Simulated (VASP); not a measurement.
# HfH2 (I4/mmm) in VASP: a series of runs

The runs below take HfH2 through electric field gradients, with LDA.

All numbers are computed with VASP 6.6.1; they aren't measurements. Logs are shortened: lines on timing, memory, paths and dates and some standing lists are left out, and cuts for length are marked.

## Step 1: The cell of the first run

The structure is tetragonal, space group I4/mmm (No. 139). Conventional cell: a = 3.391 Å, b = 3.391 Å, c = 4.203 Å, α = 90.00°, β = 90.00°, γ = 90.00°. Hf (site symmetry 4/mmm) has 8 H at 1.99 Å within 2.6 Å. H (site symmetry -4m2) has 4 Hf at 1.99 Å and 6 H at 2.10 to 2.40 Å within 2.6 Å.

## Step 2: Electric field gradients, LDA (volume scaled by 0.9405)

INCAR

```
PREC = Accurate
ENCUT = 520
EDIFF = 1E-8
ISMEAR = -1
SIGMA = 0.03
LREAL = False
LASPH = True
NELM = 100
ALGO = Normal
ISIF = 2
LWAVE = False
LCHARG = False
GGA = CA
LEFG = True
NBANDS = 13
```

KPOINTS

```
Automatic mesh
0
Gamma
  15 15 15
```

POSCAR

```
HfH2
1.0
   -1.6956757868      1.6956757868      2.1013884534
    1.6956757868     -1.6956757868      2.1013884534
    1.6956757868      1.6956757868     -2.1013884534
Hf H
1 2
Direct
    0.0000000000      0.0000000000      0.0000000000
    0.2500000000      0.7500000000      0.5000000000
    0.7500000000      0.2500000000      0.5000000000
```

Potentials or basis: VASP PAW LDA potentials, release 64 (Hf_pv, H).

Run with:

```console
> cat potpaw_LDA.64/Hf_pv/POTCAR potpaw_LDA.64/H/POTCAR > POTCAR
> mpirun -np 1 vasp_std > vasp.out
```

OUTCAR:

```text
PREC = Accurate
   ENCUT = 520
   EDIFF = 1E-8
   ISMEAR = -1
   LREAL = False
   LASPH = True
   NELM = 100
   ISIF = 2
   GGA = CA

 ion  position               nearest neighbor table
   1  0.000  0.000  0.000-   2 1.99   3 1.99   2 1.99   3 1.99   3 1.99   2 1.99   3 1.99   2 1.99

   2  0.250  0.750  0.500-   1 1.99   1 1.99   1 1.99   1 1.99
   3  0.750  0.250  0.500-   1 1.99   1 1.99   1 1.99   1 1.99

  LATTYP: Found a body centered tetragonal cell.
 ALAT       =     3.3913515736
 C/A-ratio  =     1.2392631125

  Lattice vectors:

 A1 = (  -1.6956757868,   1.6956757868,   2.1013884534)
 A2 = (   1.6956757868,  -1.6956757868,   2.1013884534)
 A3 = (   1.6956757868,   1.6956757868,  -2.1013884534)

Analysis of symmetry for initial positions (statically):
=====================================================================
 Subroutine PRICEL returns:
 Original cell was already a primitive cell.

 Routine SETGRP: Setting up the symmetry group for a
 body centered tetragonal supercell.

 Subroutine GETGRP returns: Found 16 space group operations
 (whereof 16 operations were pure point group operations)
 out of a pool of 16 trial point group operations.

The static configuration has the point symmetry D_4h.

Analysis of symmetry for dynamics (positions and initial velocities):
=====================================================================
 Subroutine PRICEL returns:
 Original cell was already a primitive cell.

 Routine SETGRP: Setting up the symmetry group for a
 body centered tetragonal supercell.

 Subroutine GETGRP returns: Found 16 space group operations
 (whereof 16 operations were pure point group operations)
 out of a pool of 16 trial point group operations.

The dynamic configuration has the point symmetry D_4h.

 Subroutine INISYM returns: Found 16 space group operations
 (whereof 16 operations are pure point group operations),
 and found     1 'primitive' translations

----------------------------------------------------------------------------------------

                                     Primitive cell

  volume of cell :      24.1686

  direct lattice vectors                    reciprocal lattice vectors
    -1.695675787  1.695675787  2.101388453     0.000000000  0.294867689  0.237937921
     1.695675787 -1.695675787  2.101388453     0.294867689  0.000000000  0.237937921
     1.695675787  1.695675787 -2.101388453     0.294867689  0.294867689  0.000000000

  length of vectors
     3.188489639  3.188489639  3.188489639     0.378894983  0.378894983  0.417005884

  position of ions in fractional coordinates (direct lattice)
     0.000000000  0.000000000  0.000000000
     0.250000000  0.750000000  0.500000000
     0.750000000  0.250000000  0.500000000

  ion indices of the primitive-cell ions
   primitive index   ion index
                 1           1
                 2           2
                 3           3

----------------------------------------------------------------------------------------

 KPOINTS: Automatic mesh

Automatic generation of k-mesh.
 Grid dimensions read from file:
 generate k-points for:   15   15   15

 Generating k-lattice:

  Cartesian coordinates                     Fractional coordinates (reciprocal lattice)
     0.000000000  0.019657846  0.015862528     0.066666667 -0.000000000  0.000000000
     0.019657846  0.000000000  0.015862528    -0.000000000  0.066666667  0.000000000
     0.019657846  0.019657846  0.000000000     0.000000000  0.000000000  0.066666667

  Length of vectors
[... 38 lines left out ...]
   number of dos      NEDOS =    301   number of ions     NIONS =      3
   total plane-waves  NPLWV =  13824
   dimension x,y,z NGX =    24 NGY =   24 NGZ =   24
   dimension x,y,z NGXF=    48 NGYF=   48 NGZF=   48
   ions per type =               1   2
   NGX,Y,Z   is equivalent  to a cutoff of  12.51, 12.51, 12.51 a.u.
   NGXF,Y,Z  is equivalent  to a cutoff of  25.03, 25.03, 25.03 a.u.
 SYSTEM =  unknown system
   PREC   = accura    normal or accurate (medium, high low for compatibility)
   ISTART =      0    job   : 0-new  1-cont  2-samecut
   ICHARG =      2    charge: 1-file 2-atom 10-const
   ISPIN  =      1    spin polarized calculation?
   LNONCOLLINEAR =      F non collinear calculations
   LSORBIT =      F    spin-orbit coupling
   LASPH  =      T    aspherical Exc in radial PAW
   ENCUT  =  520.0 eV  38.22 Ry    6.18 a.u.   5.93  5.93  5.93*2*pi/ulx,y,z
   NELM   =    100;   NELMIN=  2; NELMDL= -5     # of ELM steps
   EDIFF  = 0.1E-07   stopping-criterion for ELM
   LREAL  =      F    real-space projection
   EDIFFG = 0.1E-06   stopping-criterion for IOM
   NSW    =      0    number of steps for IOM
   IBRION =     -1    ionic relax: 0-MD 1-quasi-New 2-CG
   NFREE  =      0    steps in history (QN), initial steepest desc. (CG)
   ISIF   =      2    stress and relaxation
   ISYM   =      2    0-nonsym 1-usesym 2-fastsym
   POTIM  = 0.5000    time-step for ionic-motion
   TEBEG  =    0.0;   TEEND  =   0.0 temperature during run
   PSTRESS=    0.0 pullay stress
   NELECT =      12.0000    total number of electrons
   NUPDOWN=      -1.0000    fix difference up-down
   EMIN   =  10.00;   EMAX   =-10.00  energy-range for DOS
   EFERMI =   0.00;   METHOD = LEGACY
   ISMEAR =    -1;   SIGMA  =   0.03  broadening in eV -4-tet -1-fermi 0-gaus
   EFERMI_NEDOS =   21; number of points for ismear=-14 and -15
   IALGO  =     38    algorithm
   IMIX   =      4    mixing-type and parameters
     AMIX     =   0.40;   BMIX     =  1.00
     AMIX_MAG =   1.60;   BMIX_MAG =  1.00
  volume/ion in A,a.u.               =       8.06        54.37
  Fermi-wavevector in a.u.,A,eV,Ry     =   1.296337  2.449722 22.864450  1.680490
  Thomas-Fermi vector in A             =   2.427800
   LORBIT       =      0    0 simple, 1 ext, 2 COOP (PROOUT), +10 PAW based schemes
   GGA     = CA    functional components
   LHFCALC =     F    Hartree Fock is set to
   AEXX    =    0.0000 exact exchange contribution
   IVDW    =     0    specifies the selected vdW correction
   LEPSILON=     F    determine dielectric tensor
   LRPA    =     F    only Hartree local field effects (RPA)
 non-spin polarized calculation
  energy-cutoff  :      520.00
  volume of cell :       24.17
 maximum number of plane-waves:       669
   NGX = 11   NGY = 11   NGZ = 11

 number of electron      12.0000003 magnetization

 Free energy of the ion-electron system (eV)
  ---------------------------------------------------
  ext. energy  EPLUGINS =         0.00000000
  ---------------------------------------------------
  free energy    TOTEN  =       -19.48609623 eV

  energy without entropy =      -19.48458420  energy(sigma->0) =      -19.48534022

 E-fermi :   5.8310     XC(G=0): -12.0034

 val. band max:        5.8250678368   @ k =  -0.1333  -0.2667   0.1333
 cond. band min:       5.8461014220   @ k =  -0.1333  -0.1333   0.0667
 fundamental gap:      0.0210335852
 Fermi energy:         5.8310346216

 k-point     1 :       0.0000    0.0000    0.0000
  band No.  band energies     occupation
      1     -24.6795      2.00000
      2     -24.6795      2.00000
      3     -24.6101      2.00000
      4      -5.8157      2.00000
      5       4.7223      2.00000
      6       5.2784      2.00000
      7       5.2784      2.00000
      8       6.1923      0.00001
      9       7.7476      0.00000
     10       9.3042      0.00000
     11      17.6951      0.00000
     12      18.0886      0.00000
     13      18.0886      0.00000
[... 354 lines left out ...]
  band No.  band energies     occupation
      1     -25.0963      2.00000
      2     -24.8203      2.00000
      3     -24.6700      2.00000
      4      -3.7487      2.00000
      5       0.4885      2.00000
      6       5.3017      2.00000
      7       6.7277      0.00000
      8       7.9485      0.00000
      9       9.5287      0.00000
     10      11.9907      0.00000
     11      14.3903      0.00000
     12      17.5781      0.00000
     13      17.8976      0.00000

 [... further k-points ...]
[... 5 lines left out ...]
  --------------------------------------------------------------------------------------
  -------------------------------------------------------------------------------------
  Total        0.8713438      0.8713438      0.5769738      0.0000000      0.0000000      0.0000000
  in kB       57.7627897     57.7627897     38.2485240      0.0000000      0.0000000      0.0000000
  external PRESSURE =      51.2580345 kB  Pullay stress =       0.0000000 kB

 VOLUME and BASIS-vectors are now :
 -----------------------------------------------------------------------------
  energy-cutoff  :      520.00
  volume of cell :       24.17
      direct lattice vectors                 reciprocal lattice vectors
    -1.695675787  1.695675787  2.101388453     0.000000000  0.294867689  0.237937921
     1.695675787 -1.695675787  2.101388453     0.294867689  0.000000000  0.237937921
     1.695675787  1.695675787 -2.101388453     0.294867689  0.294867689  0.000000000

 POSITION                                       TOTAL-FORCE (eV/Angst)
 -----------------------------------------------------------------------------------
      0.00000      0.00000      0.00000        -0.000000      0.000000      0.000000
      1.69568     -0.00000      1.05069        -0.000000      0.000000      0.000000
     -0.00000      1.69568      1.05069         0.000000     -0.000000     -0.000000
 -----------------------------------------------------------------------------------
    total drift:                                0.000000      0.000000      0.000000

  FREE ENERGIE OF THE ION-ELECTRON SYSTEM (eV)
  ---------------------------------------------------
  free  energy   TOTEN  =       -19.4860962333 eV

  energy  without entropy=      -19.4845842050  energy(sigma->0) =      -19.48534022

 Electric field gradients (V/A^2)
---------------------------------------------------------------------
 ion       V_xx      V_yy      V_zz      V_xy      V_xz      V_yz
---------------------------------------------------------------------
   1      14.839    14.839   -29.678     0.000     0.000     0.000
   2       0.170     0.170    -0.340     0.001     0.001     0.001
   3       0.170     0.170    -0.340     0.001     0.001     0.001
---------------------------------------------------------------------

 Electric field gradients after diagonalization (V/A^2)
 (convention: |V_zz| > |V_xx| > |V_yy|)
----------------------------------------------------------------------
 ion       V_xx      V_yy      V_zz     asymmetry (V_yy - V_xx)/ V_zz
----------------------------------------------------------------------
   1      14.839    14.839   -29.678       0.000
   2       0.171     0.169    -0.340       0.004
   3       0.171     0.169    -0.340       0.004
----------------------------------------------------------------------

           NMR quadrupolar parameters

 Cq : quadrupolar parameter    Cq=e*Q*V_zz/h
 eta: asymmetry parameters     (V_yy - V_xx)/ V_zz
 Q  : nuclear electric quadrupole moment in mb (millibarn)
----------------------------------------------------------------------
 ion       Cq(MHz)       eta       Q (mb)
----------------------------------------------------------------------
   1      -0.072       0.000       1.000
   2      -0.001       0.004       1.000
   3      -0.001       0.004       1.000
----------------------------------------------------------------------
```

It took 54 s on 1 thread of Intel Xeon Platinum 8375C at 2.90GHz (Ice Lake), shared host; peak memory 0.21 GiB.

What came out:

| Property | Result |
| --- | --- |
| Free energy | -19.4861 eV |
| Pressure | 5.1 GPa |
| Band gap on the k mesh | zero (band 6 reaches 6.32 eV, above the bottom of band 7 at 5.28 eV) |

Levels at points of the mesh, in eV from the Fermi level:
| k point | band 4 | band 5 | band 6 | band 7 | band 8 | band 9 |
| --- | --- | --- | --- | --- | --- | --- |
| (0.00, 0.00, 0.00) | -11.65 | -1.11 | -0.55 | -0.55 | 0.36 | 1.92 |

Electric field gradients, principal values (V/Å²):
```csv
atom,least,middle,greatest (by size)
1 Hf,14.839,14.839,-29.678
2 H,0.169,0.171,-0.340
3 H,0.169,0.171,-0.340
```

Caveat: without QUAD_EFG the Cq values of the log hold for a quadrupole moment of 1 mb, not for the nuclei; spin-orbit coupling is left out, which moves the levels of the heavy elements.

## Step 3: Electric field gradients, LDA (volume scaled by 0.9405)

INCAR

```
SYSTEM = HfH2
PREC = Accurate
ENCUT = 520
EDIFF = 1E-8
ISMEAR = -1
SIGMA = 0.03
LREAL = .False.
LASPH = .True.
NELM = 80
ALGO = Normal
ISIF = 2
LWAVE = .False.
LCHARG = .False.
LEFG = .True.
NBANDS = 13
```

KPOINTS

```
Automatic mesh
0
Gamma
  15 15 15
  0 0 0
```

POSCAR is that of step 2.

Potentials or basis: VASP PAW LDA potentials, release 64 (Hf_pv, H).

Run with:

```console
> cat potpaw_LDA.64/Hf_pv/POTCAR potpaw_LDA.64/H/POTCAR > POTCAR
> mpirun -np 1 vasp_std > vasp.out
```

OUTCAR:

```text
SYSTEM = HfH2
   PREC = Accurate
   ENCUT = 520
   EDIFF = 1E-8
   ISMEAR = -1
   LREAL = .False.
   LASPH = .True.
   NELM = 80
   ISIF = 2

 ion  position               nearest neighbor table
   1  0.000  0.000  0.000-   2 1.99   3 1.99   2 1.99   3 1.99   3 1.99   2 1.99   3 1.99   2 1.99

   2  0.250  0.750  0.500-   1 1.99   1 1.99   1 1.99   1 1.99
   3  0.750  0.250  0.500-   1 1.99   1 1.99   1 1.99   1 1.99

  LATTYP: Found a body centered tetragonal cell.
 ALAT       =     3.3913515736
 C/A-ratio  =     1.2392631125

[... 604 lines left out ...]

  energy  without entropy=      -19.4845842050  energy(sigma->0) =      -19.48534022

 Electric field gradients (V/A^2)
---------------------------------------------------------------------
 ion       V_xx      V_yy      V_zz      V_xy      V_xz      V_yz
---------------------------------------------------------------------
   1      14.839    14.839   -29.678     0.000     0.000     0.000
   2       0.170     0.170    -0.340     0.001     0.001     0.001
   3       0.170     0.170    -0.340     0.001     0.001     0.001
---------------------------------------------------------------------

 Electric field gradients after diagonalization (V/A^2)
 (convention: |V_zz| > |V_xx| > |V_yy|)
----------------------------------------------------------------------
 ion       V_xx      V_yy      V_zz     asymmetry (V_yy - V_xx)/ V_zz
----------------------------------------------------------------------
   1      14.839    14.839   -29.678       0.000
   2       0.171     0.169    -0.340       0.004
   3       0.171     0.169    -0.340       0.004
----------------------------------------------------------------------

           NMR quadrupolar parameters

 Cq : quadrupolar parameter    Cq=e*Q*V_zz/h
 eta: asymmetry parameters     (V_yy - V_xx)/ V_zz
 Q  : nuclear electric quadrupole moment in mb (millibarn)
----------------------------------------------------------------------
 ion       Cq(MHz)       eta       Q (mb)
----------------------------------------------------------------------
   1      -0.072       0.000       1.000
   2      -0.001       0.004       1.000
   3      -0.001       0.004       1.000
----------------------------------------------------------------------
```

OSZICAR:

```text
N       E                     dE             d eps       ncg     rms          rms(c)
DAV:   1     0.154177347162E+02    0.15418E+02   -0.64706E+03  7496   0.867E+02
DAV:   2    -0.198524121905E+02   -0.35270E+02   -0.33988E+02  9165   0.183E+02
DAV:   3    -0.206585701903E+02   -0.80616E+00   -0.80250E+00  9479   0.195E+01
DAV:   4    -0.206612848288E+02   -0.27146E-02   -0.27143E-02  8454   0.139E+00
DAV:   5    -0.206612985715E+02   -0.13743E-04   -0.13743E-04  9650   0.860E-02    0.543E+01
DAV:   6    -0.197207177263E+02    0.94058E+00   -0.58510E-01  8238   0.607E+00    0.342E+01
DAV:   7    -0.195246416481E+02    0.19608E+00   -0.82150E-01  8523   0.692E+00    0.502E+00
DAV:   8    -0.194866781400E+02    0.37964E-01   -0.14464E-01  8138   0.304E+00    0.146E+00
DAV:   9    -0.194861581748E+02    0.51997E-03   -0.89916E-03  9068   0.680E-01    0.452E-01
DAV:  10    -0.194861222658E+02    0.35909E-04   -0.93389E-04  8778   0.222E-01    0.301E-01
DAV:  11    -0.194860970508E+02    0.25215E-04   -0.48373E-05  8567   0.569E-02    0.739E-02
DAV:  12    -0.194860964917E+02    0.55914E-06   -0.44768E-06  9258   0.157E-02    0.251E-02
DAV:  13    -0.194860962304E+02    0.26133E-06   -0.71490E-07  8638   0.670E-03    0.107E-03
DAV:  14    -0.194860962333E+02   -0.29866E-08   -0.30606E-08  8589   0.151E-03
   1 F= -.19486096E+02 E0= -.19485340E+02  d E =-.151203E-02
```

Wall time 51 s (1 thread of Intel Xeon Platinum 8375C at 2.90GHz (Ice Lake), shared host); peak memory 0.21 GiB.

What came out:

```
Free energy            : -19.4861 eV
Pressure               : 5.1 GPa
Band gap on the k mesh : zero (band 6 reaches 6.32 eV, above the bottom of band 7 at 5.28 eV)
```

Stress tensor (GPa, compression positive):
```
5.78 0.00 0.00
0.00 5.78 0.00
0.00 0.00 3.82
```

Electric field gradients, principal values (V/Å²):
```csv
atom,least,middle,greatest (by size)
1 Hf,14.839,14.839,-29.678
2 H,0.169,0.171,-0.340
3 H,0.169,0.171,-0.340
```

Caveat: without QUAD_EFG the Cq values of the log hold for a quadrupole moment of 1 mb, not for the nuclei; spin-orbit coupling is left out, which moves the levels of the heavy elements.

(Part 1 of 2 ends here.)
